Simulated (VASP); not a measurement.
Here is a VASP 6.6.1 calculation.

File INCAR:

```
PREC = Accurate
ENCUT = 520
EDIFF = 1E-6
ISMEAR = 0
SIGMA = 0.02
LREAL = Auto
LASPH = True
NELM = 80
ALGO = Normal
ISIF = 2
LWAVE = False
LCHARG = False
GGA = PE
NBANDS = 83
```

The input KPOINTS:

```
Automatic mesh
0
Gamma
  2 2 2
  0.5 0.5 0.5
```

Contents of POSCAR:

```
Si
1.0
    5.4700937543      5.4700937543     -5.4700937543
   -5.4700937543      5.4700937543      5.4700937543
    5.4700937543     -5.4700937543      5.4700937543
Si
31
Direct
    0.4914324915      0.7414324915      0.9914324915
    0.2500000000      0.7489194798      0.2501207791
    0.0010805202      0.7512012993      0.5010805202
    0.4989194798      1.0001207791      0.7500000000
    0.7501207791      0.7489194798      0.7500000000
    0.2500000000      1.0001207791      0.9989194798
   -0.0012012993     -0.0001207791      0.2498792209
    0.5012012993      0.2510805202      0.5010805202
    0.7498792209     -0.0001207791      0.4987987007
    0.2500000000      0.2585675085      0.7500000000
    0.0010805202      0.2510805202      0.0012012993
    0.4989194798      0.5000000000      0.2501207791
    0.7498792209      0.2487987007      0.2498792209
    0.2500000000      0.5000000000      0.5085675085
    0.0085675085      0.5000000000      0.7500000000
    0.7501207791      0.5000000000     -0.0010805202
    0.0020063225      0.5000000000     -0.0021364678
    0.7500000000      0.5000000000      0.2500000000
    0.2500000000      0.7478635322      0.5020063225
    0.4978635322      0.5000000000      0.5020063225
    0.0020063225      0.7478635322      0.7500000000
    0.7458572097      0.7479936775     -0.0020063225
    0.2500000000      0.0000000000      0.2500000000
    0.4979936775      0.7479936775      0.2458572097
    0.0021364678      0.0041427903      0.5021364678
    0.7500000000      0.0000000000      0.7500000000
    0.2500000000      0.2520063225     -0.0021364678
    0.4979936775     -0.0041427903     -0.0020063225
    0.0021364678      0.2521364678      0.2541427903
    0.7541427903      0.2521364678      0.5021364678
    0.4978635322      0.2520063225      0.7500000000
```

Potentials or basis: VASP PAW PBE potentials, release 64 (Si).

Launch:

```console
$ cat potpaw_PBE.64/Si/POTCAR > POTCAR
$ mpirun -np 1 vasp_std > vasp.out
```

Q: What does it give for the largest force?

A: 0.015 eV/Å.

Q: What does it give for the pressure?

A: -1.2 GPa.

Forces in eV/Å, atoms in the order of the input:
```
Si  -0.005 -0.005 -0.005
Si   0.001 -0.001  0.008
Si  -0.008  0.001  0.001
Si  -0.001  0.008  0.001
Si   0.001  0.008 -0.001
Si  -0.001  0.001  0.008
Si  -0.001 -0.001 -0.008
Si   0.001  0.001 -0.008
Si  -0.001 -0.008 -0.001
Si  -0.005  0.005  0.005
Si   0.001 -0.008  0.001
Si   0.008 -0.001  0.001
Si  -0.008 -0.001 -0.001
Si   0.005 -0.005  0.005
Si   0.005  0.005 -0.005
Si   0.008  0.001 -0.001
Si   0.007 -0.009  0.009
Si   0.000  0.000  0.000
Si  -0.009  0.009  0.007
Si   0.007  0.009 -0.009
Si  -0.009  0.007  0.009
Si   0.009  0.009 -0.007
Si   0.000  0.000  0.000
Si   0.009 -0.007  0.009
Si  -0.007 -0.009 -0.009
Si   0.000  0.000  0.000
Si   0.009 -0.009  0.007
Si  -0.007  0.009  0.009
Si  -0.009 -0.007 -0.009
Si  -0.009 -0.009 -0.007
Si   0.009  0.007 -0.009
```

Caveat: the k points lie up to 0.41 Å⁻¹ apart; the cell differs from its parent crystal (atoms taken out, then relaxed in part).
